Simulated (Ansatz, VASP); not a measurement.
# F: VASP beside Ansatz

```
CELL_PARAMETERS angstrom
12.00000 0.00000 0.00000
0.00000 12.30000 0.00000
0.00000 0.00000 12.60000
ATOMIC_POSITIONS crystal
F 0.50000 0.50000 0.44461
F 0.50000 0.50000 0.55539
```

Alike in both runs: functional r2SCAN; k mesh 1 × 1 × 1; occupations fermi-dirac, width 0.01 eV; no spin polarisation.

Ansatz relaxed the structure, and its values are those at the end. VASP's run is a single point on that final structure, the one shown.

|  | VASP | Ansatz |
| --- | --- | --- |
| version | VASP 6.6.1 | Ansatz 0.2.0 |
| potentials or method | VASP PAW PBE potentials, release 64 (F_h), cutoff 1110 eV | plane waves (500 eV) with PAW, scalar-relativistic |
| valence electrons in the cell | 14 | 14 |

Ansatz gave:

* rms of the force components (eV/Å): 0.000

Problem. What did VASP give for the same quantities?

Solution. rms of the force components (eV/Å): 0.070.

VASP's potentials were made for PBE, not for r2SCAN. With one functional, cell and mesh, what is left measures potentials, basis and numerics.
